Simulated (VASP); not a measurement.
MnAs: single point with PBEsol

Crystal: MnAs.

```
CELL_PARAMETERS angstrom
3.56765 0.00000 0.00000
-1.78383 3.08968 0.00000
0.00000 0.00000 5.34386
ATOMIC_POSITIONS crystal
As 0.66667 0.33333 0.75000
As 0.33333 0.66667 0.25000
Mn 0.00000 0.00000 0.50000
Mn 0.00000 0.00000 0.00000
```

* Program: VASP 6.6.1
* Task: single point
* Functional: PBEsol
* Potentials or basis: VASP PAW PBE potentials, release 64 (As, Mn_pv)
* Cutoff: 520 eV
* k mesh: 8 × 8 × 5
* Occupations: fermi-dirac, width 0.05 eV
* Spin: collinear spin, ferromagnetic start
* Starting moments: [0.0, 0.0, 4.0, 4.0] μB

| Property | Result |
| --- | --- |
| Pressure | 0.4 GPa |
| Net moment | 4.83 μB per cell |
| Site moments | As -0.09; Mn +2.46 μB |
| Valence electrons inside the program's atomic spheres | As 2.85; Mn 11.82 |

Levels at points of the mesh, in eV from the Fermi level:
Spin up:
| k point | band 16 | band 17 | band 18 | band 19 | band 20 | band 21 | band 22 | band 23 | band 24 | band 25 |
| --- | --- | --- | --- | --- | --- | --- | --- | --- | --- | --- |
| (0.00, 0.00, 0.00) | -2.45 | -1.28 | -1.28 | 0.46 | 0.77 | 0.77 | 2.10 | 3.74 | 3.74 | 4.02 |
| (0.50, 0.00, 0.00) | -1.99 | -1.75 | -1.75 | -1.64 | -1.33 | -1.10 | 0.35 | 1.97 | 4.16 | 5.36 |
Spin down:
```tsv
k point	band 13	band 14	band 15	band 16	band 17	band 18	band 19	band 20
(0.00, 0.00, 0.00)	-0.73	-0.73	-0.38	-0.38	0.80	0.80	1.08	1.08
(0.50, 0.00, 0.00)	-3.29	-2.27	-2.01	0.41	0.42	0.47	0.54	1.18
```

Run time: 89 s on 1 thread of Intel(R) Xeon(R) Platinum 8259CL CPU @ 2.50GHz (Skylake/Cascade Lake), with other jobs on the host, peak memory 0.24 GiB.

Caveat: the PAW data sets were made with another functional, which shifts forces and pressure a little; only a ferromagnetic start was run, and an antiferromagnetic order may lie lower in energy.
